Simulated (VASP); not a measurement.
The system is CuI.

```xyz
4
Lattice="4.4451 0.0000 0.0000 -2.2226 3.8496 0.0000 0.0000 0.0000 7.3691" Properties=species:S:1:pos:R:3 pbc="T T T"
Cu    0.0000    2.5664    1.8423
Cu    2.2226    1.2832    5.5268
I     2.2226    1.2832    1.8423
I     0.0000    2.5664    5.5268
```

This cell differs from its parent crystal: strain +1.6%.

Base run:

```yaml
Program: VASP 6.6.1
Functional: PBE
Potentials_or_basis: VASP PAW PBE potentials, release 64 (Cu, I)
Cutoff: 520 eV
k_mesh: 6 × 6 × 4
Occupations: fermi-dirac, width 0.02 eV
Spin: no spin polarisation
```

Its results: band gap on the k mesh 1.10 eV, direct; pressure -0.6 GPa.

Task: The run is repeated on the same cell with these changes: functional from PBE to r2SCAN; occupations from fermi-dirac, width 0.02 eV to gaussian, width 0.01 eV. What comes out?

Result: Band gap on the k mesh 1.53 eV, direct; pressure -1.6 GPa.

Caveats: spin-orbit coupling is left out, which moves the levels of the heavy elements; the PAW data sets were made with another functional, which shifts forces and pressure a little (some runs).

A k mesh can miss the band edges.
